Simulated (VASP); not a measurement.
Write the native input for VASP 6.6.1 that does the following.

```
Task                   : single point
Functional             : PBEsol
Potentials or basis    : VASP PAW PBE potentials, release 64 (Be, Te)
Cutoff                 : 600 eV
k mesh                 : 8 × 8 × 8
Occupations            : gaussian, width 0.02 eV
Spin                   : no spin polarisation
Dipole correction      : no
Further INCAR settings : ALGO = Normal; EDIFF = 1e-06; NBANDS = 11
```

The structure of BeTe lies in POSCAR:

```
BeTe
1.0
    0.0000000000      2.8023960452      2.8023960452
    2.8023960452      0.0000000000      2.8023960452
    2.8023960452      2.8023960452      0.0000000000
Be Te
1 1
Direct
    0.0000000000      0.0000000000      0.0000000000
    0.2500000000      0.2500000000      0.2500000000
```

These files were run (other wordings do the same):

INCAR

```
PREC = Accurate ; ENCUT = 600
EDIFF = 1E-6 ; ISMEAR = 0
SIGMA = 0.02 ; LREAL = False
LASPH = True ; NELM = 120
ALGO = Normal ; ISIF = 2
LWAVE = False ; LCHARG = True
GGA = PS ; LELF = True
LVHAR = True ; NBANDS = 11
GGA_COMPAT = False
```

KPOINTS

```
regular mesh
0
Gamma
  8 8 8
```

Potentials or basis: VASP PAW PBE potentials, release 64 (Be, Te).

The run is started by

```sh
$ cat potpaw_PBE.64/Be/POTCAR potpaw_PBE.64/Te/POTCAR > POTCAR
$ mpirun -np 1 vasp_std > vasp.out
```

Results of the run:

```
Pressure               : 0.3 GPa
Band gap on the k mesh : 1.82 eV (least direct gap 3.59 eV)
```

Caveat: the PAW data sets were made with another functional, which shifts forces and pressure a little; spin-orbit coupling is left out, which moves the levels of the heavy elements.

Wall time 11 s on 1 thread of Intel(R) Xeon(R) Platinum 8259CL CPU @ 2.50GHz (Skylake/Cascade Lake) (shared host), peak memory 0.18 GiB.
